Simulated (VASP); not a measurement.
## Ge (a cell with a defect): single point with PBEsol

The system is Ge (a cell with a defect).

```
Ge
1.0
     0.00000    5.66000    5.66000
     5.66000    0.00000    5.66000
     5.66000    5.66000    0.00000
Ge
17
Direct
  0.13903 0.92523 0.23890
  0.86458 0.36246 0.37529
  0.12720 0.42914 0.41651
  0.24960 0.21902 0.20943
  0.84583 0.96523 0.68995
  0.41002 0.61309 0.47247
  0.66644 0.45019 0.69831
  0.96144 0.14990 0.88828
  0.60862 0.09724 0.97300
  0.69943 0.07937 0.27616
  0.37959 0.86382 0.92701
  0.01158 0.46635 0.84178
  0.62855 0.45982 0.16016
  0.83477 0.72343 0.04935
  0.43622 0.24343 0.58853
  0.73844 0.77144 0.58114
  0.26720 0.55665 0.99886
```

| Property | Result |
| --- | --- |
| Program | VASP 6.6.1 |
| Task | single point |
| Functional | PBEsol |
| Potentials or basis | VASP PAW PBE potentials, release 64 (Ge_d) |
| Cutoff | 520 eV |
| k mesh | 2 × 2 × 2 |
| Occupations | fermi-dirac, width 0.15 eV |
| Spin | no spin polarisation |

- Pressure: 0.2 GPa
- Largest force: 2.157 eV/Å
- Band gap on the k mesh: zero (bands 119 and 120 overlap by 0.07 eV)

Forces on the atoms (eV/Å):
```
Ge   1.321  0.384 -0.505
Ge  -0.111 -0.542 -0.840
Ge   1.117  0.743  0.678
Ge  -1.654  0.188 -1.170
Ge  -1.691 -1.124  0.728
Ge   0.205 -0.329  0.032
Ge   0.498 -0.226 -0.303
Ge  -0.433  0.468  0.226
Ge   1.197  0.105 -0.377
Ge  -0.475 -0.232  0.169
Ge  -1.221 -0.418  0.528
Ge   0.032  0.031  0.364
Ge   0.354 -0.608  0.424
Ge   0.067  1.454 -0.460
Ge  -0.024  0.116 -0.637
Ge   0.415  0.990 -0.030
Ge   0.403 -1.000  1.173
```

Stress tensor (GPa, compression positive):
```
 2.98  0.14 -0.25
 0.14 -2.92 -1.48
-0.25 -1.48  0.60
```

Levels at points of the mesh, in eV from the Fermi level:
| k point | band 115 | band 116 | band 117 | band 118 | band 119 | band 120 | band 121 | band 122 | band 123 | band 124 |
| --- | --- | --- | --- | --- | --- | --- | --- | --- | --- | --- |
| (0.00, 0.00, 0.00) | -0.60 | -0.49 | -0.26 | -0.14 | -0.02 | 0.20 | 0.32 | 0.40 | 0.62 | 0.65 |
| (0.50, 0.00, 0.00) | -1.27 | -0.98 | -0.80 | -0.63 | -0.09 | 0.19 | 0.50 | 0.93 | 1.06 | 1.36 |
| (0.00, 0.50, 0.00) | -1.37 | -0.95 | -0.61 | -0.55 | -0.20 | -0.09 | 0.31 | 0.64 | 1.02 | 1.43 |
| (0.00, 0.00, 0.50) | -1.25 | -1.10 | -0.96 | -0.39 | -0.14 | 0.27 | 0.55 | 0.95 | 1.07 | 1.11 |
| (0.50, 0.50, 0.50) | -1.13 | -1.07 | -0.68 | -0.61 | -0.41 | 0.06 | 0.59 | 0.68 | 0.90 | 1.46 |
| (0.50, 0.50, 0.00) | -1.21 | -0.88 | -0.73 | -0.30 | -0.08 | 0.36 | 0.60 | 0.92 | 1.18 | 1.43 |
| (0.00, 0.50, 0.50) | -0.93 | -0.88 | -0.56 | -0.29 | -0.03 | 0.04 | 0.35 | 0.61 | 0.67 | 1.40 |
| (0.50, 0.00, 0.50) | -1.13 | -0.89 | -0.70 | -0.64 | -0.18 | -0.06 | 0.38 | 0.69 | 0.80 | 1.28 |

Run time: 8.2 min on 1 thread of Intel(R) Xeon(R) 6975P-C (Granite Rapids) (shared host), peak memory 0.59 GiB.

Caveat: the k points lie up to 0.48 Å⁻¹ apart; the atoms stand as in a frame of molecular dynamics; the PAW data sets were made with another functional, which shifts forces and pressure a little.
